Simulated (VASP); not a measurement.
# Te3MoPt in VASP: further runs

Te3MoPt is run at these levels: PBE; tasks: single point.

All numbers are computed with VASP 6.6.1; they aren't measurements. Logs are shortened: lines on timing, memory, paths and dates and some standing lists are left out, and cuts for length are marked.

## Step 1: The cell of the first run

The structure is orthorhombic, space group Cmmm (No. 65). The conventional cell has a = 7.328 Å, b = 7.362 Å, c = 5.210 Å, α = 90.00°, β = 90.00°, γ = 90.00°. Within 3.4 Å of Te (site symmetry 2/m) lie 2 Pt at 2.60 Å. Te (site symmetry mmm) has 2 Pt at 2.60 Å within 3.4 Å. Within 4.8 Å of Mo (site symmetry mmm) lie 12 Te at 3.66 to 3.68 Å and 8 Pt at 4.50 to 4.51 Å. Pt (site symmetry mmm) has 6 Te at 2.60 Å within 3.4 Å.

The cell was generated, and may not be a known phase.

## Step 2: Single point, PBE

INCAR

```
ALGO = Normal
EDIFF = 1E-7
ENCUT = 520
GGA = PE
ISIF = 2
ISMEAR = 0
LASPH = True
LCHARG = False
LREAL = False
LWAVE = False
NBANDS = 29
NELM = 60
PREC = Accurate
SIGMA = 0.1
```

KPOINTS

```
k-points
0
Gamma
  4 4 4
```

POSCAR

```
Te3MoPt
1.0
    3.6641043392     -3.6811151039      0.0000000000
    3.6641043392      3.6811151039      0.0000000000
    0.0000000000      0.0000000000      5.2097047086
Te Mo Pt
3 1 1
Direct
    0.5000000000      0.0000000000      0.0000000000
    0.0000000000      0.5000000000      0.0000000000
    0.5000000000      0.5000000000      0.5000000000
    0.0000000000      0.0000000000      0.5000000000
    0.5000000000      0.5000000000      0.0000000000
```

Potentials or basis: VASP PAW PBE potentials, release 64 (Te, Mo_sv, Pt).

On the command line:

```
cat potpaw_PBE.64/Te/POTCAR potpaw_PBE.64/Mo_sv/POTCAR potpaw_PBE.64/Pt/POTCAR > POTCAR
mpirun -np 1 vasp_std > vasp.out
```

OUTCAR:

```text
EDIFF = 1E-7
   ENCUT = 520
   GGA = PE
   ISIF = 2
   ISMEAR = 0
   LASPH = True
   LREAL = False
   NELM = 60
   PREC = Accurate

 ion  position               nearest neighbor table
   1  0.500  0.000  0.000-   5 2.60   5 2.60   2 3.66   2 3.66   3 3.68   3 3.68   3 3.68   3 3.68
                             2 3.68   2 3.68
   2  0.000  0.500  0.000-   5 2.60   5 2.60   1 3.66   1 3.66   3 3.68   3 3.68   3 3.68   3 3.68
                             1 3.68   1 3.68
   3  0.500  0.500  0.500-   5 2.60   5 2.60   1 3.68   1 3.68   2 3.68   2 3.68   1 3.68   1 3.68
                             2 3.68   2 3.68
   4  0.000  0.000  0.500-
   5  0.500  0.500  0.000-   1 2.60   2 2.60   1 2.60   2 2.60   3 2.60   3 2.60

  LATTYP: Found a base centered orthorhombic cell.
 ALAT       =     7.3282086784
 B/A-ratio  =     1.0046425438
 C/A-ratio  =     0.7109110749

  Lattice vectors:

 A1 = (   3.6641043392,  -3.6811151039,   0.0000000000)
 A2 = (   3.6641043392,   3.6811151039,   0.0000000000)
 A3 = (   0.0000000000,   0.0000000000,   5.2097047086)

Analysis of symmetry for initial positions (statically):
=====================================================================
 Subroutine PRICEL returns:
 Original cell was already a primitive cell.

 Routine SETGRP: Setting up the symmetry group for a
 base centered orthorhombic supercell.

 Subroutine GETGRP returns: Found  8 space group operations
 (whereof  8 operations were pure point group operations)
 out of a pool of  8 trial point group operations.

The static configuration has the point symmetry D_2h.

Analysis of symmetry for dynamics (positions and initial velocities):
=====================================================================
 Subroutine PRICEL returns:
 Original cell was already a primitive cell.

 Routine SETGRP: Setting up the symmetry group for a
 base centered orthorhombic supercell.

 Subroutine GETGRP returns: Found  8 space group operations
 (whereof  8 operations were pure point group operations)
 out of a pool of  8 trial point group operations.

The dynamic configuration has the point symmetry D_2h.

 Subroutine INISYM returns: Found  8 space group operations
 (whereof  8 operations are pure point group operations),
 and found     1 'primitive' translations

----------------------------------------------------------------------------------------

                                     Primitive cell

  volume of cell :     140.5369

  direct lattice vectors                    reciprocal lattice vectors
     3.664104339 -3.681115104  0.000000000     0.136458996 -0.135828407  0.000000000
     3.664104339  3.681115104  0.000000000     0.136458996  0.135828407  0.000000000
     0.000000000  0.000000000  5.209704709     0.000000000  0.000000000  0.191949459

  length of vectors
     5.193868406  5.193868406  5.209704709     0.192536785  0.192536785  0.191949459

  position of ions in fractional coordinates (direct lattice)
     0.500000000  0.000000000  0.000000000
     0.000000000  0.500000000  0.000000000
     0.500000000  0.500000000  0.500000000
     0.000000000  0.000000000  0.500000000
     0.500000000  0.500000000  0.000000000

  ion indices of the primitive-cell ions
   primitive index   ion index
                 1           1
                 2           2
                 3           3
                 4           4
                 5           5

----------------------------------------------------------------------------------------

 KPOINTS: k-points

Automatic generation of k-mesh.
 Grid dimensions read from file:
 generate k-points for:    4    4    4

 Generating k-lattice:

  Cartesian coordinates                     Fractional coordinates (reciprocal lattice)
     0.034114749 -0.033957102  0.000000000     0.250000000  0.000000000  0.000000000
     0.034114749  0.033957102  0.000000000     0.000000000  0.250000000  0.000000000
     0.000000000  0.000000000  0.047987365     0.000000000  0.000000000  0.250000000

  Length of vectors
     0.048134196  0.048134196  0.047987365

  Shift w.r.t. Gamma in fractional coordinates (k-lattice)
     0.000000000  0.000000000  0.000000000

 Subroutine IBZKPT returns following result:
 ===========================================

 Found     21 irreducible k-points:

 Following reciprocal coordinates:
            Coordinates               Weight
  0.000000  0.000000  0.000000      1.000000
  0.250000 -0.000000  0.000000      4.000000
  0.500000 -0.000000  0.000000      2.000000
  0.250000  0.250000  0.000000      2.000000
  0.500000  0.250000  0.000000      4.000000
 -0.250000  0.250000  0.000000      2.000000
[... 13 lines left out ...]
 -0.250000  0.250000  0.500000      2.000000
  0.500000  0.500000  0.500000      1.000000
   k-points           NKPTS =     21   k-points in BZ     NKDIM =     21   number of bands    NBANDS=     29
   number of dos      NEDOS =    301   number of ions     NIONS =      5
   total plane-waves  NPLWV =  64000
   dimension x,y,z NGX =    40 NGY =   40 NGZ =   40
   dimension x,y,z NGXF=    80 NGYF=   80 NGZF=   80
   ions per type =               3   1   1
   NGX,Y,Z   is equivalent  to a cutoff of  12.80, 12.80, 12.76 a.u.
   NGXF,Y,Z  is equivalent  to a cutoff of  25.61, 25.61, 25.53 a.u.
 SYSTEM =  unknown system
   PREC   = accura    normal or accurate (medium, high low for compatibility)
   ISTART =      0    job   : 0-new  1-cont  2-samecut
   ICHARG =      2    charge: 1-file 2-atom 10-const
   ISPIN  =      1    spin polarized calculation?
   LNONCOLLINEAR =      F non collinear calculations
   LSORBIT =      F    spin-orbit coupling
   LASPH  =      T    aspherical Exc in radial PAW
   ENCUT  =  520.0 eV  38.22 Ry    6.18 a.u.   9.66  9.66  9.69*2*pi/ulx,y,z
   NELM   =     60;   NELMIN=  2; NELMDL= -5     # of ELM steps
   EDIFF  = 0.1E-06   stopping-criterion for ELM
   LREAL  =      F    real-space projection
   EDIFFG = 0.1E-05   stopping-criterion for IOM
   NSW    =      0    number of steps for IOM
   IBRION =     -1    ionic relax: 0-MD 1-quasi-New 2-CG
   NFREE  =      0    steps in history (QN), initial steepest desc. (CG)
   ISIF   =      2    stress and relaxation
   ISYM   =      2    0-nonsym 1-usesym 2-fastsym
   POTIM  = 0.5000    time-step for ionic-motion
   TEBEG  =    0.0;   TEEND  =   0.0 temperature during run
   PSTRESS=    0.0 pullay stress
   NELECT =      42.0000    total number of electrons
   NUPDOWN=      -1.0000    fix difference up-down
   EMIN   =  10.00;   EMAX   =-10.00  energy-range for DOS
   EFERMI =   0.00;   METHOD = LEGACY
   ISMEAR =     0;   SIGMA  =   0.10  broadening in eV -4-tet -1-fermi 0-gaus
   EFERMI_NEDOS =   21; number of points for ismear=-14 and -15
   IALGO  =     38    algorithm
   IMIX   =      4    mixing-type and parameters
     AMIX     =   0.40;   BMIX     =  1.00
     AMIX_MAG =   1.60;   BMIX_MAG =  1.00
  volume/ion in A,a.u.               =      28.11       189.68
  Fermi-wavevector in a.u.,A,eV,Ry     =   1.094530  2.068362 16.299735  1.197997
  Thomas-Fermi vector in A             =   2.230837
   LORBIT       =      0    0 simple, 1 ext, 2 COOP (PROOUT), +10 PAW based schemes
   GGA     = PE    functional components
   LHFCALC =     F    Hartree Fock is set to
   AEXX    =    0.0000 exact exchange contribution
   IVDW    =     0    specifies the selected vdW correction
   LEPSILON=     F    determine dielectric tensor
   LRPA    =     F    only Hartree local field effects (RPA)
 non-spin polarized calculation
 Gauss-broadening in eV      SIGMA  =   0.10
  energy-cutoff  :      520.00
  volume of cell :      140.54
 maximum number of plane-waves:      3840
 NGX is ok and might be reduce to    40
   NGX = 19   NGY = 19   NGZ = 19

 number of electron      41.9999994 magnetization

 Free energy of the ion-electron system (eV)
  ---------------------------------------------------
  ext. energy  EPLUGINS =         0.00000000
  ---------------------------------------------------
  free energy    TOTEN  =       -20.80930531 eV

  energy without entropy =      -20.77667555  energy(sigma->0) =      -20.79299043

 E-fermi :   6.6897     XC(G=0):  -9.9714

 val. band max:        6.6539559797   @ k =   0.5000   0.5000   0.2500
 cond. band min:       6.6946511757   @ k =   0.5000   0.5000   0.5000
 fundamental gap:      0.0406951960
 Fermi energy:         6.6896594866

 k-point     1 :       0.0000    0.0000    0.0000
  band No.  band energies     occupation
      1     -54.4469      2.00000
      2     -28.4924      2.00000
      3     -28.4903      2.00000
      4     -28.4894      2.00000
      5      -6.3967      2.00000
      6      -4.3196      2.00000
[... 21 lines left out ...]
     28       9.1134      0.00000
     29      12.5278      0.00000

 k-point     2 :       0.2500   -0.0000    0.0000
  band No.  band energies     occupation
      1     -54.4469      2.00000
      2     -28.4925      2.00000
      3     -28.4903      2.00000
      4     -28.4895      2.00000
      5      -6.1587      2.00000
      6      -4.4390      2.00000
[... 21 lines left out ...]
     28      10.9049      0.00000
     29      11.8857      0.00000

 k-point     3 :       0.5000   -0.0000    0.0000
  band No.  band energies     occupation
      1     -54.4469      2.00000
      2     -28.4926      2.00000
      3     -28.4903      2.00000
      4     -28.4896      2.00000
      5      -5.8306      2.00000
      6      -4.6564      2.00000
[... 21 lines left out ...]
     28      10.1537      0.00000
     29      12.0538      0.00000

 k-point     4 :       0.2500    0.2500    0.0000
  band No.  band energies     occupation
      1     -54.4469      2.00000
      2     -28.4926      2.00000
      3     -28.4903      2.00000
      4     -28.4896      2.00000
      5      -5.9102      2.00000
      6      -4.4469      2.00000
[... 21 lines left out ...]
     28      11.0288      0.00000
     29      11.7995      0.00000

 k-point     5 :       0.5000    0.2500    0.0000
  band No.  band energies     occupation
      1     -54.4469      2.00000
      2     -28.4927      2.00000
      3     -28.4903      2.00000
      4     -28.4897      2.00000
      5      -5.5655      2.00000
      6      -4.6024      2.00000
[... 21 lines left out ...]
     28      10.9953      0.00000
     29      11.3875      0.00000
[... 414 lines left out ...]
     28      11.5793      0.00000
     29      11.9984      0.00000

 k-point    19 :       0.5000    0.2500    0.5000
  band No.  band energies     occupation
      1     -54.4468      2.00000
      2     -28.4926      2.00000
      3     -28.4906      2.00000
      4     -28.4896      2.00000
      5      -4.8879      2.00000
      6      -4.5131      2.00000
[... 21 lines left out ...]
     28      12.2892      0.00000
     29      12.3343      0.00000

 k-point    20 :      -0.2500    0.2500    0.5000
  band No.  band energies     occupation
      1     -54.4469      2.00000
      2     -28.4925      2.00000
      3     -28.4906      2.00000
      4     -28.4896      2.00000
      5      -5.3118      2.00000
      6      -4.5503      2.00000
[... 21 lines left out ...]
     28      11.5774      0.00000
     29      11.9874      0.00000

 k-point    21 :       0.5000    0.5000    0.5000
  band No.  band energies     occupation
      1     -54.4469      2.00000
      2     -28.4927      2.00000
      3     -28.4906      2.00000
      4     -28.4897      2.00000
      5      -4.4898      2.00000
      6      -4.4681      2.00000
[... 21 lines left out ...]
     28      12.0128      0.00000
     29      12.0570      0.00000

------------------------ aborting loop because EDIFF is reached ----------------------------------------

  FORCE on cell =-STRESS in cart. coord.  units (eV):
  Direction    XX          YY          ZZ          XY          YZ          ZX
  --------------------------------------------------------------------------------------
  -------------------------------------------------------------------------------------
  Total       -0.0610743     -0.0967470     -0.4076819      0.0000000      0.0000000      0.0000000
  in kB       -0.6962723     -1.1029545     -4.6477387      0.0000000      0.0000000      0.0000000
  external PRESSURE =      -2.1489885 kB  Pullay stress =       0.0000000 kB

 VOLUME and BASIS-vectors are now :
 -----------------------------------------------------------------------------
  energy-cutoff  :      520.00
  volume of cell :      140.54
      direct lattice vectors                 reciprocal lattice vectors
     3.664104339 -3.681115104  0.000000000     0.136458996 -0.135828407  0.000000000
     3.664104339  3.681115104  0.000000000     0.136458996  0.135828407  0.000000000
     0.000000000  0.000000000  5.209704709     0.000000000  0.000000000  0.191949459

 POSITION                                       TOTAL-FORCE (eV/Angst)
 -----------------------------------------------------------------------------------
      1.83205     -1.84056      0.00000         0.000000     -0.000000      0.000000
      1.83205      1.84056      0.00000         0.000000     -0.000000      0.000000
      3.66410      0.00000      2.60485        -0.000000      0.000000      0.000000
      0.00000      0.00000      2.60485        -0.000000     -0.000000      0.000000
      3.66410      0.00000      0.00000         0.000000     -0.000000      0.000000
 -----------------------------------------------------------------------------------
    total drift:                               -0.000000     -0.000000     -0.000000

  FREE ENERGIE OF THE ION-ELECTRON SYSTEM (eV)
  ---------------------------------------------------
  free  energy   TOTEN  =       -20.8093053131 eV

  energy  without entropy=      -20.7766755474  energy(sigma->0) =      -20.79299043
```

Wall time 100 s (1 thread of Intel Xeon Platinum 8259CL at 2.50GHz (Skylake/Cascade Lake), shared host); peak memory 0.29 GiB.

What came out:

```yaml
Free_energy: -20.8093 eV
Pressure: -0.2 GPa
Band_gap_on_the_k_mesh: zero (bands 21 and 22 overlap by 0.48 eV)
```

Caveat: spin-orbit coupling is left out, which moves the levels of the heavy elements.

## Step 3: Single point, PBE, collinear spin

INCAR

```
SYSTEM = Te3MoPt
  ALGO = Normal
  EDIFF = 1E-7
  ENCUT = 520
  GGA = PE
  ISIF = 2
  ISMEAR = 0
  ISPIN = 2
  LASPH = .TRUE.
  LCHARG = .FALSE.
  LMAXMIX = 4
  LORBIT = 11
  LREAL = .FALSE.
  LWAVE = .FALSE.
  MAGMOM = 0 0 0 1 0
  NBANDS = 33
  NELM = 150
  PREC = Accurate
  SIGMA = 0.1
```

KPOINTS

```
k-points
0
G
  4 4 4
  0 0 0
```

POSCAR

```
Te3MoPt
1.0
    5.1991471734      0.0000000000      0.0000000000
    0.0000000000      5.1991471734      0.0000000000
    0.0000000000      0.0000000000      5.1991471734
Te Mo Pt
3 1 1
Direct
    0.5000000000      0.0000000000      0.5000000000
    0.0000000000      0.5000000000      0.5000000000
    0.5000000000      0.5000000000      0.0000000000
    0.0000000000      0.0000000000      0.0000000000
    0.5000000000      0.5000000000      0.5000000000
```

Potentials or basis: VASP PAW PBE potentials, release 64 (Te, Mo_sv, Pt).

On the command line:

```
cat potpaw_PBE.64/Te/POTCAR potpaw_PBE.64/Mo_sv/POTCAR potpaw_PBE.64/Pt/POTCAR > POTCAR
mpirun -np 1 vasp_std > vasp.out
```

Wall time 1.9 min (1 thread of Intel Xeon Platinum 8259CL at 2.50GHz (Skylake/Cascade Lake), shared host); peak memory 0.32 GiB.

Results (log left out):

```
Free energy                                           : -21.7588 eV
Pressure                                              : 3.5 GPa
Net moment                                            : 2.88 μB per cell
Site moments                                          : Te -0.22; Mo +3.35; Pt -0.08 μB
Valence electrons inside the program's atomic spheres : Te 3.34; Mo 11.93; Pt 9.65
```

Levels at points of the mesh, in eV from the Fermi level:
Spin up:
| k point | band 19 | band 20 | band 21 | band 22 | band 23 | band 24 | band 25 | band 26 |
| --- | --- | --- | --- | --- | --- | --- | --- | --- |
| (0.00, 0.00, 0.00) | -1.33 | -1.27 | -1.27 | -0.89 | -0.89 | -0.89 | -0.16 | -0.16 |
| (0.50, 0.00, 0.00) | -1.37 | -1.23 | -0.99 | -0.60 | -0.60 | 0.19 | 0.53 | 0.53 |
| (0.50, 0.50, 0.00) | -1.77 | -1.35 | -1.15 | -0.98 | 0.68 | 0.68 | 1.34 | 2.40 |
| (0.50, 0.50, 0.50) | -1.17 | -1.17 | -1.17 | -0.96 | 1.03 | 1.03 | 1.03 | 4.57 |
Spin down:
```tsv
k point	band 17	band 18	band 19	band 20	band 21	band 22
(0.00, 0.00, 0.00)	-1.22	-1.22	-0.66	-0.29	-0.29	-0.29
(0.50, 0.00, 0.00)	-1.05	-0.82	-0.82	-0.77	-0.77	1.02
(0.50, 0.50, 0.00)	-1.82	-1.03	-1.03	0.23	1.24	1.35
(0.50, 0.50, 0.50)	0.33	0.67	0.67	0.67	1.28	1.28
```

Caveat: the cell stands under pressure; spin-orbit coupling is left out, which moves the levels of the heavy elements.

The gap in the log of VASP goes by the Fermi energy; the results here count the filled bands.